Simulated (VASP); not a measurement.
# Cl (Fd-3m) in VASP: single point with PBE

Aim: the single point of Cl with PBE.

All numbers are computed with VASP 6.6.1; they aren't measurements. Logs are shortened: lines on timing, memory, paths and dates and some standing lists are left out, and cuts for length are marked.

### 1 The cell of the first run

It takes space group Fd-3m (No. 227, cubic). The conventional cell has a = 4.775 Å, b = 4.775 Å, c = 4.775 Å, α = 90.00°, β = 90.00°, γ = 90.00°. Cl (site symmetry -43m) has 4 Cl at 2.07 Å within 2.7 Å.

### 2 Single point, PBE (13.61 Å³/atom)

POSCAR reads:

```
Cl
1.0
    0.0000000000      2.3877148599      2.3877148599
    2.3877148599      0.0000000000      2.3877148599
    2.3877148599      2.3877148599      0.0000000000
Cl
2
Direct
   -0.1250000000     -0.1250000000     -0.1250000000
    0.1250000000      0.1250000000      0.1250000000
```

INCAR.step1 reads:

```
ALGO = Normal ; EDIFF = 1E-7
ENCUT = 520 ; GGA = PE
ISIF = 2 ; ISMEAR = -1
LASPH = True ; LCHARG = True
LREAL = False ; LWAVE = False
NBANDS = 14 ; NELM = 100
PREC = Accurate ; SIGMA = 0.1
```

KPOINTS.step1 reads:

```
k-points
0
Gamma
  11 11 11
```

INCAR.step2 reads:

```
ALGO = Normal ; EDIFF = 1E-7
ENCUT = 520 ; GGA = PE
ICHARG = 11 ; ISIF = 2
ISMEAR = -5 ; LASPH = True
LCHARG = False ; LORBIT = 11
LREAL = False ; LWAVE = False
NBANDS = 14 ; NEDOS = 2001
NELM = 100 ; PREC = Accurate
SIGMA = 0.1
```

KPOINTS.step2 reads:

```
k-points
0
Gamma
  17 17 17
```

Potentials or basis: VASP PAW PBE potentials, release 64 (Cl).

The run is started by

```bash
> cat potpaw_PBE.64/Cl/POTCAR > POTCAR
> cp INCAR.step1 INCAR
> cp KPOINTS.step1 KPOINTS
> mpirun -np 1 vasp_std > vasp.out
> cp INCAR.step2 INCAR
> cp KPOINTS.step2 KPOINTS
> mpirun -np 1 vasp_std > vasp.out
```

OUTCAR:

```text
EDIFF = 1E-7
   ENCUT = 520
   GGA = PE
   ICHARG = 11
   ISIF = 2
   ISMEAR = -5
   LASPH = True
   LORBIT = 11
   LREAL = False
   NELM = 100
   PREC = Accurate

 ion  position               nearest neighbor table
   1  0.875  0.875  0.875-   2 2.07   2 2.07   2 2.07   2 2.07
   2  0.125  0.125  0.125-   1 2.07   1 2.07   1 2.07   1 2.07

  LATTYP: Found a face centered cubic cell.
 ALAT       =     4.7754297198

  Lattice vectors:

 A1 = (   0.0000000000,   2.3877148599,   2.3877148599)
 A2 = (   2.3877148599,   0.0000000000,   2.3877148599)
 A3 = (   2.3877148599,   2.3877148599,   0.0000000000)

Analysis of symmetry for initial positions (statically):
=====================================================================
 Subroutine PRICEL returns:
 Original cell was already a primitive cell.

 Routine SETGRP: Setting up the symmetry group for a
 face centered cubic supercell.

 Subroutine GETGRP returns: Found 48 space group operations
 (whereof 12 operations were pure point group operations)
 out of a pool of 48 trial point group operations.

The static configuration has the point symmetry D_3d.
 The point group associated with its full space group is O_h .

Analysis of symmetry for dynamics (positions and initial velocities):
=====================================================================
 Subroutine PRICEL returns:
 Original cell was already a primitive cell.

 Routine SETGRP: Setting up the symmetry group for a
 face centered cubic supercell.

 Subroutine GETGRP returns: Found 48 space group operations
 (whereof 12 operations were pure point group operations)
 out of a pool of 48 trial point group operations.

The dynamic configuration has the point symmetry D_3d.
 The point group associated with its full space group is O_h .

 Subroutine INISYM returns: Found 48 space group operations
 (whereof 12 operations are pure point group operations),
 and found     1 'primitive' translations

----------------------------------------------------------------------------------------

                                     Primitive cell

  volume of cell :      27.2256

  direct lattice vectors                    reciprocal lattice vectors
     0.000000000  2.387714860  2.387714860    -0.209405239  0.209405239  0.209405239
     2.387714860  0.000000000  2.387714860     0.209405239 -0.209405239  0.209405239
     2.387714860  2.387714860  0.000000000     0.209405239  0.209405239 -0.209405239

  length of vectors
     3.376738738  3.376738738  3.376738738     0.362700513  0.362700513  0.362700513

  position of ions in fractional coordinates (direct lattice)
     0.875000000  0.875000000  0.875000000
     0.125000000  0.125000000  0.125000000

  ion indices of the primitive-cell ions
   primitive index   ion index
                 1           1
                 2           2

----------------------------------------------------------------------------------------

 KPOINTS: k-points

Automatic generation of k-mesh.
 Grid dimensions read from file:
 generate k-points for:   17   17   17

 Generating k-lattice:

  Cartesian coordinates                     Fractional coordinates (reciprocal lattice)
    -0.012317955  0.012317955  0.012317955     0.058823529  0.000000000  0.000000000
     0.012317955 -0.012317955  0.012317955     0.000000000  0.058823529  0.000000000
     0.012317955  0.012317955 -0.012317955     0.000000000  0.000000000  0.058823529

  Length of vectors
     0.021335324  0.021335324  0.021335324

  Shift w.r.t. Gamma in fractional coordinates (k-lattice)
     0.000000000  0.000000000  0.000000000

 TETIRR: Found    693 inequivalent tetrahedra from    29478

 Subroutine IBZKPT returns following result:
 ===========================================

 Found    165 irreducible k-points:

 Following reciprocal coordinates:
            Coordinates               Weight
  0.000000  0.000000  0.000000      1.000000
  0.058824  0.000000  0.000000      8.000000
  0.117647  0.000000  0.000000      8.000000
  0.176471  0.000000  0.000000      8.000000
  0.235294  0.000000  0.000000      8.000000
  0.294118  0.000000  0.000000      8.000000
[... 16 lines left out ...]
 -0.176471  0.058824  0.000000     24.000000
 -0.117647  0.058824  0.000000     24.000000
 [... further k-points ...]
   k-points           NKPTS =    165   k-points in BZ     NKDIM =    165   number of bands    NBANDS=     14
   number of dos      NEDOS =   2001   number of ions     NIONS =      2
   total plane-waves  NPLWV =  21952
   dimension x,y,z NGX =    28 NGY =   28 NGZ =   28
   dimension x,y,z NGXF=    56 NGYF=   56 NGZF=   56
   ions per type =               2
   NGX,Y,Z   is equivalent  to a cutoff of  13.79, 13.79, 13.79 a.u.
   NGXF,Y,Z  is equivalent  to a cutoff of  27.57, 27.57, 27.57 a.u.
 SYSTEM =  unknown system
   PREC   = accura    normal or accurate (medium, high low for compatibility)
   ISTART =      0    job   : 0-new  1-cont  2-samecut
   ICHARG =     11    charge: 1-file 2-atom 10-const
   ISPIN  =      1    spin polarized calculation?
   LNONCOLLINEAR =      F non collinear calculations
   LSORBIT =      F    spin-orbit coupling
   LASPH  =      T    aspherical Exc in radial PAW
   ENCUT  =  520.0 eV  38.22 Ry    6.18 a.u.   6.28  6.28  6.28*2*pi/ulx,y,z
   NELM   =    100;   NELMIN=  2; NELMDL=  0     # of ELM steps
   EDIFF  = 0.1E-06   stopping-criterion for ELM
   LREAL  =      F    real-space projection
   EDIFFG = 0.1E-05   stopping-criterion for IOM
   NSW    =      0    number of steps for IOM
   IBRION =     -1    ionic relax: 0-MD 1-quasi-New 2-CG
   NFREE  =      0    steps in history (QN), initial steepest desc. (CG)
   ISIF   =      2    stress and relaxation
   ISYM   =      2    0-nonsym 1-usesym 2-fastsym
   POTIM  = 0.5000    time-step for ionic-motion
   TEBEG  =    0.0;   TEEND  =   0.0 temperature during run
   PSTRESS=    0.0 pullay stress
   NELECT =      14.0000    total number of electrons
   NUPDOWN=      -1.0000    fix difference up-down
   EMIN   =  10.00;   EMAX   =-10.00  energy-range for DOS
   EFERMI =   0.00;   METHOD = LEGACY
   ISMEAR =    -5;   SIGMA  =   0.10  broadening in eV -4-tet -1-fermi 0-gaus
   EFERMI_NEDOS =   21; number of points for ismear=-14 and -15
   IALGO  =     38    algorithm
   IMIX   =      4    mixing-type and parameters
     AMIX     =   0.40;   BMIX     =  1.00
     AMIX_MAG =   1.60;   BMIX_MAG =  1.00
  volume/ion in A,a.u.               =      13.61        91.86
  Fermi-wavevector in a.u.,A,eV,Ry     =   1.311571  2.478509 23.404984  1.720218
  Thomas-Fermi vector in A             =   2.442023
   LORBIT       =     11    0 simple, 1 ext, 2 COOP (PROOUT), +10 PAW based schemes
   GGA     = PE    functional components
   LHFCALC =     F    Hartree Fock is set to
   AEXX    =    0.0000 exact exchange contribution
   IVDW    =     0    specifies the selected vdW correction
   LEPSILON=     F    determine dielectric tensor
   LRPA    =     F    only Hartree local field effects (RPA)
 non-spin polarized calculation
 Fermi weights with tetrahedron method with Bloechl corrections
  energy-cutoff  :      520.00
  volume of cell :       27.23
 maximum number of plane-waves:       748
 NGX is ok and might be reduce to    28

 number of electron      13.9999998 magnetization

 Free energy of the ion-electron system (eV)
  ---------------------------------------------------
  ext. energy  EPLUGINS =         0.00000000
  ---------------------------------------------------
  free energy    TOTEN  =         4.27113317 eV

  energy without entropy =        4.27113317  energy(sigma->0) =        4.27113317

 E-fermi :  10.1476     XC(G=0): -11.3775

 val. band max:       10.1596009157   @ k =   0.4118   0.2941   0.0588
 cond. band min:      10.1578500283   @ k =  -0.2941   0.4118   0.1765
 fundamental gap:     -0.0017508873
 Fermi energy:        10.1476185962

 k-point     1 :       0.0000    0.0000    0.0000
  band No.  band energies     occupation
      1     -13.4633      2.00000
      2      -0.6023      2.00000
      3       2.0492      2.00000
      4       2.0492      2.00000
      5       2.0492      2.00000
      6       6.4959      2.00000
      7       6.4959      2.00000
      8       6.4959      2.00000
      9      15.8990      0.00000
     10      17.1922      0.00000
     11      17.1922      0.00000
     12      21.6595      0.00000
     13      21.6595      0.00000
     14      21.6595      0.00000

 k-point     2 :       0.0588    0.0000    0.0000
  band No.  band energies     occupation
      1     -13.4163      2.00000
      2      -1.0130      2.00000
      3       1.9914      2.00000
      4       1.9914      2.00000
      5       2.3133      2.00000
      6       6.5864      2.00000
      7       6.5864      2.00000
      8       6.6031      2.00000
      9      16.0666      0.00000
     10      17.0619      0.00000
     11      17.0619      0.00000
     12      21.5232      0.00000
     13      21.9549      0.00000
     14      21.9549      0.00000
[... 343 lines left out ...]
      1     -12.9132      2.00000
      2      -3.4079      2.00000
      3       1.1504      2.00000
      4       1.6613      2.00000
      5       3.3264      2.00000
      6       7.1541      2.00000
      7       7.3292      2.00000
      8       8.1460      2.00000
      9      16.0616      0.00000
     10      16.8901      0.00000
     11      17.3966      0.00000
     12      21.2535      0.00000
     13      23.4314      0.00000
     14      24.6347      0.00000

 k-point    24 :      -0.1176    0.0588    0.0000
  band No.  band energies     occupation
      1     -13.1686      2.00000
      2      -2.4138      2.00000
      3       1.4349      2.00000
      4       1.8538      2.00000
      5       3.1107      2.00000
      6       6.8377      2.00000
      7       6.9112      2.00000
      8       7.4720      2.00000
      9      16.2995      0.00000
     10      16.8354      0.00000
     11      16.9773      0.00000
     12      21.3891      0.00000
     13      22.5362      0.00000
     14      23.5947      0.00000

 [... further k-points ...]

------------------------ aborting loop because EDIFF is reached ----------------------------------------

  FORCE on cell =-STRESS in cart. coord.  units (eV):
  Direction    XX          YY          ZZ          XY          YZ          ZX
  --------------------------------------------------------------------------------------
  -------------------------------------------------------------------------------------
  Total       16.9770102     16.9770102     16.9770102      0.0000000     -0.0000000     -0.0000000
  in kB      999.0665320    999.0665320    999.0665320      0.0000000     -0.0000000     -0.0000000
  external PRESSURE =     999.0665320 kB  Pullay stress =       0.0000000 kB

 VOLUME and BASIS-vectors are now :
 -----------------------------------------------------------------------------
  energy-cutoff  :      520.00
  volume of cell :       27.23
      direct lattice vectors                 reciprocal lattice vectors
     0.000000000  2.387714860  2.387714860    -0.209405239  0.209405239  0.209405239
     2.387714860  0.000000000  2.387714860     0.209405239 -0.209405239  0.209405239
     2.387714860  2.387714860  0.000000000     0.209405239  0.209405239 -0.209405239

 POSITION                                       TOTAL-FORCE (eV/Angst)
 -----------------------------------------------------------------------------------
      4.17850      4.17850      4.17850         0.000000     -0.000000     -0.000000
      0.59693      0.59693      0.59693        -0.000000      0.000000      0.000000
 -----------------------------------------------------------------------------------
    total drift:                                0.000000     -0.000000     -0.000000

  FREE ENERGIE OF THE ION-ELECTRON SYSTEM (eV)
  ---------------------------------------------------
  free  energy   TOTEN  =         4.2711331737 eV

  energy  without entropy=        4.2711331737  energy(sigma->0) =        4.27113317

 total charge

# of ion       s       p       d       tot
------------------------------------------
    1        1.703   3.368   0.000   5.071
    2        1.703   3.368   0.000   5.071
--------------------------------------------------
tot          3.407   6.736   0.000  10.143
```

Run time: 1.9 min. Hardware: 1 thread of Intel Xeon Platinum 8375C at 2.90GHz (Ice Lake), shared host; peak memory 0.17 GiB.

What came out:

```yaml
Valence_electrons_inside_the_program's_atomic_spheres: Cl 5.07
```

Levels at points of the mesh, in eV from the Fermi level:
| k point | band 3 | band 4 | band 5 | band 6 | band 7 | band 8 | band 9 | band 10 | band 11 | band 12 |
| --- | --- | --- | --- | --- | --- | --- | --- | --- | --- | --- |
| (0.00, 0.00, 0.00) | -8.10 | -8.10 | -8.10 | -3.65 | -3.65 | -3.65 | 5.75 | 7.04 | 7.04 | 11.51 |
